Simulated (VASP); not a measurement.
# C (Fd-3m) in VASP: single point with PBEsol

Aim: the single point of C with PBEsol.

All numbers are computed with VASP 6.6.1; they aren't measurements. Logs are shortened: lines on timing, memory, paths and dates and some standing lists are left out, and cuts for length are marked.

## 1. The cell of the first run

The structure is cubic, space group Fd-3m (No. 227). Conventional cell: a = 3.554 Å, b = 3.554 Å, c = 3.554 Å, α = 90.00°, β = 90.00°, γ = 90.00°. Within 2.1 Å of C (site symmetry -43m) lie 4 C at 1.54 Å.

## 2. Single point, PBEsol

Contents of INCAR:

```
ALGO     = Normal         # electronic algorithm
EDIFF    = 1E-6           # SCF threshold, eV
ENCUT    = 600            # plane-wave cutoff, eV
GGA      = PS             # functional
GGA_COMPAT= F            
ISIF     = 2              # what is computed and relaxed
ISMEAR   = 0              # smearing method
LASPH    = T              # aspherical terms in the spheres
LCHARG   = F              # write CHGCAR
LREAL    = F              # projectors in reciprocal space
LWAVE    = F              # write WAVECAR
NBANDS   = 11             # bands
NELM     = 120            # most SCF steps
PREC     = Accurate       # precision mode
SIGMA    = 0.02           # smearing width, eV
```

Contents of KPOINTS:

```
k-points
0
Gamma
  8 8 8
```

Contents of POSCAR:

```
C
1.0
    0.0000000000      1.7768347122      1.7768347122
    1.7768347122      0.0000000000      1.7768347122
    1.7768347122      1.7768347122      0.0000000000
C
2
Direct
    0.5000000000      0.5000000000      0.5000000000
    0.7500000000      0.7500000000      0.7500000000
```

Potentials or basis: VASP PAW PBE potentials, release 64 (C).

Started as:

```
$ cat potpaw_PBE.64/C/POTCAR > POTCAR
$ mpirun -np 1 vasp_std > vasp.out
```

OUTCAR:

```text
EDIFF = 1E-6
   ENCUT = 600
   GGA = PS
   ISIF = 2
   ISMEAR = 0
   LASPH = T
   LREAL = F
   NELM = 120
   PREC = Accurate

 ion  position               nearest neighbor table
   1  0.500  0.500  0.500-   2 1.54   2 1.54   2 1.54   2 1.54
   2  0.750  0.750  0.750-   1 1.54   1 1.54   1 1.54   1 1.54

  LATTYP: Found a face centered cubic cell.
 ALAT       =     3.5536694244

  Lattice vectors:

 A1 = (   0.0000000000,   1.7768347122,   1.7768347122)
 A2 = (   1.7768347122,   0.0000000000,   1.7768347122)
 A3 = (   1.7768347122,   1.7768347122,   0.0000000000)

Analysis of symmetry for initial positions (statically):
[... 6 lines left out ...]

 Subroutine GETGRP returns: Found 48 space group operations
 (whereof 24 operations were pure point group operations)
 out of a pool of 48 trial point group operations.

The static configuration has the point symmetry T_d .
 The point group associated with its full space group is O_h .

Analysis of symmetry for dynamics (positions and initial velocities):
[... 6 lines left out ...]

 Subroutine GETGRP returns: Found 48 space group operations
 (whereof 24 operations were pure point group operations)
 out of a pool of 48 trial point group operations.

The dynamic configuration has the point symmetry T_d .
 The point group associated with its full space group is O_h .

 Subroutine INISYM returns: Found 48 space group operations
 (whereof 24 operations are pure point group operations),
 and found     1 'primitive' translations

----------------------------------------------------------------------------------------

                                     Primitive cell

  volume of cell :      11.2194

  direct lattice vectors                    reciprocal lattice vectors
     0.000000000  1.776834712  1.776834712    -0.281399275  0.281399275  0.281399275
     1.776834712  0.000000000  1.776834712     0.281399275 -0.281399275  0.281399275
     1.776834712  1.776834712  0.000000000     0.281399275  0.281399275 -0.281399275

  length of vectors
     2.512823748  2.512823748  2.512823748     0.487397842  0.487397842  0.487397842

  position of ions in fractional coordinates (direct lattice)
     0.500000000  0.500000000  0.500000000
     0.750000000  0.750000000  0.750000000

  ion indices of the primitive-cell ions
   primitive index   ion index
                 1           1
                 2           2

[... 63 lines left out ...]
   ISTART =      0    job   : 0-new  1-cont  2-samecut
   ICHARG =      2    charge: 1-file 2-atom 10-const
   ISPIN  =      1    spin polarized calculation?
   LNONCOLLINEAR =      F non collinear calculations
   LSORBIT =      F    spin-orbit coupling
   LASPH  =      T    aspherical Exc in radial PAW
   ENCUT  =  600.0 eV  44.10 Ry    6.64 a.u.   5.02  5.02  5.02*2*pi/ulx,y,z
   NELM   =    120;   NELMIN=  2; NELMDL= -5     # of ELM steps
   EDIFF  = 0.1E-05   stopping-criterion for ELM
   LREAL  =      F    real-space projection
   EDIFFG = 0.1E-04   stopping-criterion for IOM
   NSW    =      0    number of steps for IOM
   IBRION =     -1    ionic relax: 0-MD 1-quasi-New 2-CG
[... 8 lines left out ...]
   EMIN   =  10.00;   EMAX   =-10.00  energy-range for DOS
   EFERMI =   0.00;   METHOD = LEGACY
   ISMEAR =     0;   SIGMA  =   0.02  broadening in eV -4-tet -1-fermi 0-gaus
   EFERMI_NEDOS =   21; number of points for ismear=-14 and -15
   IALGO  =     38    algorithm
   IMIX   =      4    mixing-type and parameters
     AMIX     =   0.40;   BMIX     =  1.00
     AMIX_MAG =   1.60;   BMIX_MAG =  1.00
  volume/ion in A,a.u.               =       5.61        37.86
  Fermi-wavevector in a.u.,A,eV,Ry     =   1.462563  2.763843 29.104078  2.139089
  Thomas-Fermi vector in A             =   2.578761
   LORBIT       =      0    0 simple, 1 ext, 2 COOP (PROOUT), +10 PAW based schemes
   GGA     = PS    functional components
   LHFCALC =     F    Hartree Fock is set to
   AEXX    =    0.0000 exact exchange contribution
   IVDW    =     0    specifies the selected vdW correction
   LEPSILON=     F    determine dielectric tensor
   LRPA    =     F    only Hartree local field effects (RPA)
 non-spin polarized calculation
 Gauss-broadening in eV      SIGMA  =   0.02
  energy-cutoff  :      600.00
  volume of cell :       11.22
 maximum number of plane-waves:       388
   NGX =  9   NGY =  9   NGZ =  9

 number of electron       7.9999999 magnetization

 Free energy of the ion-electron system (eV)
  ---------------------------------------------------
  ext. energy  EPLUGINS =         0.00000000
  ---------------------------------------------------
  free energy    TOTEN  =       -19.25343229 eV

  energy without entropy =      -19.25343229  energy(sigma->0) =      -19.25343229

 E-fermi :  10.0581     XC(G=0): -13.4871

 val. band max:        9.8683993272   @ k =   0.0000   0.0000   0.0000
 cond. band min:      13.8977094724   @ k =   0.3750   0.3750   0.0000
 fundamental gap:      4.0293101452
 Fermi energy:        10.0581099033

 k-point     1 :       0.0000    0.0000    0.0000
  band No.  band energies     occupation
      1     -11.8016      2.00000
      2       9.8684      2.00000
      3       9.8684      2.00000
      4       9.8684      2.00000
      5      15.4380      0.00000
      6      15.4380      0.00000
      7      15.4380      0.00000
      8      23.4883      0.00000
      9      28.9690      0.00000
     10      36.4592      0.00000
     11      36.4592      0.00000
[... 309 lines left out ...]
 k-point    24 :      -0.3750    0.2500    0.1250
  band No.  band energies     occupation
      1      -4.8891      2.00000
      2      -2.6806      2.00000
      3       3.4793      2.00000
      4       5.0894      2.00000
      5      18.0643      0.00000
      6      19.3584      0.00000
      7      23.0627      0.00000
      8      24.7898      0.00000
      9      28.0591      0.00000
     10      33.8471      0.00000
     11      36.1791      0.00000

 [... further k-points ...]
[... 5 lines left out ...]
  --------------------------------------------------------------------------------------
  -------------------------------------------------------------------------------------
  Total        0.0347374      0.0347374      0.0347374      0.0000000      0.0000000      0.0000000
  in kB        4.9606359      4.9606359      4.9606359      0.0000000      0.0000000      0.0000000
  external PRESSURE =       4.9606359 kB  Pullay stress =       0.0000000 kB

 VOLUME and BASIS-vectors are now :
 -----------------------------------------------------------------------------
  energy-cutoff  :      600.00
  volume of cell :       11.22
      direct lattice vectors                 reciprocal lattice vectors
     0.000000000  1.776834712  1.776834712    -0.281399275  0.281399275  0.281399275
     1.776834712  0.000000000  1.776834712     0.281399275 -0.281399275  0.281399275
     1.776834712  1.776834712  0.000000000     0.281399275  0.281399275 -0.281399275

 POSITION                                       TOTAL-FORCE (eV/Angst)
 -----------------------------------------------------------------------------------
      1.77683      1.77683      1.77683         0.000000      0.000000      0.000000
      2.66525      2.66525      2.66525        -0.000000     -0.000000     -0.000000
 -----------------------------------------------------------------------------------
    total drift:                                0.000000     -0.000000      0.000000

  FREE ENERGIE OF THE ION-ELECTRON SYSTEM (eV)
  ---------------------------------------------------
  free  energy   TOTEN  =       -19.2534322930 eV

  energy  without entropy=      -19.2534322930  energy(sigma->0) =      -19.25343229
```

It took 5.8 s on 1 thread of Intel Xeon Platinum 8488C (Sapphire Rapids), shared host; peak memory 0.11 GiB.

What came out:

```yaml
Free_energy: -19.2534 eV
Pressure: 0.5 GPa
Band_gap_on_the_k_mesh: 4.03 eV, indirect (least direct gap 5.57 eV)
```

Caveat: the PAW data sets were made with another functional, which shifts forces and pressure a little.
